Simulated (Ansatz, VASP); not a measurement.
# Re in VASP and in Ansatz

File INCAR:

```
SYSTEM = Re
ALGO     = Normal         ! electronic algorithm
EDIFF    = 1E-6           ! SCF threshold, eV
EDIFFG   = -0.005         ! ionic threshold
ENCUT    = 600            ! plane-wave cutoff, eV
GGA      = PS             ! functional
IBRION   = 2              ! ionic algorithm
ISIF     = 3              ! what is computed and relaxed
ISMEAR   = 0              ! smearing method
LASPH    = .True.         ! aspherical terms in the spheres
LCHARG   = .False.        ! write CHGCAR
LREAL    = .False.        ! projectors in reciprocal space
LWAVE    = .False.        ! write WAVECAR
NELM     = 100            ! most SCF steps
NSW      = 100            ! ionic steps
PREC     = Accurate       ! precision mode
SIGMA    = 0.1            ! smearing width, eV
```

KPOINTS

```
k-points
0
Gamma
  18 18 10
  0 0 0
```

POSCAR

```
Re
1.0
    2.7608000000      0.0000000000      0.0000000000
   -1.3804000000      2.3909229348      0.0000000000
    0.0000000000      0.0000000000      4.4582000000
Re
2
Direct
    0.3333333333      0.6666666667      0.2500000000
    0.6666666667      0.3333333333      0.7500000000
```

Input for Ansatz:

```yaml
crystal:
  lattice:
    - [2.7608, 0.0, 0.0]
    - [-1.3804, 2.3909229348, 0.0]
    - [0.0, 0.0, 4.4582]
  atoms:
    - { symbol: Re, position: [0.3333333333, 0.6666666667, 0.25] }
    - { symbol: Re, position: [0.6666666667, 0.3333333333, 0.75] }
basis:
  ecutwfc: 420
kpoints:
  mp_grid: { grid: [18, 18, 10] }
hamiltonian:
  xc: pbesol
scf:
  occupations: { method: gaussian, width: 0.1 }
output:
  forces: true
  stress: true
  eigenvalues: true
  write_density: true
  write_potential: true
  elf: true
  volumetric_format: npy
relax:
  adjacent_minimum: "off"
  f_tol: 0.005
  max_steps: 80
  cell: { stress_tol: 0.05 }
```

Alike in both runs: task relaxation of cell and atoms; functional PBEsol; k mesh 18 × 18 × 10; occupations gaussian, width 0.1 eV; no spin polarisation.

```csv
,VASP,Ansatz
version,VASP 6.6.1,Ansatz 0.2.0
potentials or method,"VASP PAW PBE potentials, release 64 (Re), cutoff 600 eV","scalar-relativistic, plane waves, PAW"
valence electrons in the cell,14,30
```

|  | VASP | Ansatz | Ansatz less VASP |
| --- | --- | --- | --- |
| gap on the k mesh at the Fermi level, each at its own relaxed structure (eV) | none | none | - |
| relaxed volume (Å³/atom) | 14.56 | 14.55 | -0.005 |
| relaxed cell length with the largest relative difference (Å) | 2.751 | 2.750 | -0.0006 |

VASP's potentials were made for PBE, not for PBEsol. A gap of «none» marks a metal or a gap that the smearing closes. VASP's potentials hold 14 valence electrons a cell and Ansatz's 30, so a difference there can come from the potentials and not from the codes.

Neither program's run includes spin-orbit coupling.
